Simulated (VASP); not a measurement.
Here is a VASP 6.6.1 calculation.

Contents of INCAR:

```
SYSTEM = NbH
PREC = Accurate ; ENCUT = 520
EDIFF = 1E-7 ; ISMEAR = 0
SIGMA = 0.1 ; LREAL = .FALSE.
LASPH = .TRUE. ; NELM = 60
ALGO = Normal ; ISIF = 2
LWAVE = .FALSE. ; LCHARG = .FALSE.
GGA = PS ; NBANDS = 22
```

The input KPOINTS:

```
Automatic mesh
0
G
  14 14 12
  0 0 0
```

POSCAR

```
NbH
1.0
    3.3683140745      0.0000000000      0.0000000000
    0.0000000000      3.3683140745      0.0000000000
    0.0000000000      0.0000000000      3.7534776143
Nb H
2 2
Direct
    0.0000000000      0.0000000000      0.0000000000
    0.5000000000      0.5000000000      0.5000000000
    0.0000000000      0.0000000000      0.5000000000
    0.5000000000      0.5000000000      0.0000000000
```

Potentials or basis: VASP PAW PBE potentials, release 64 (Nb_sv, H).

Run with:

```bash
$ cat potpaw_PBE.64/Nb_sv/POTCAR potpaw_PBE.64/H/POTCAR > POTCAR
$ mpirun -np 1 vasp_std > vasp.out
```

Task: What does it give for the band gap on the k mesh?

Result: Zero (bands 14 and 15 overlap by 1.07 eV).

Task: What does it give for the pressure?

Result: -11.7 GPa.

Stress tensor (GPa, compression positive):
```
-17.39   0.00   0.00
  0.00 -17.39   0.00
  0.00   0.00  -0.36
```

Caveat: the cell differs from its parent crystal (biaxial strain in the a-b plane: +6.0 %, then relaxed in part); the stress differs along the axes, from -17 to -0 GPa; the PAW data sets were made with another functional, which shifts forces and pressure a little.
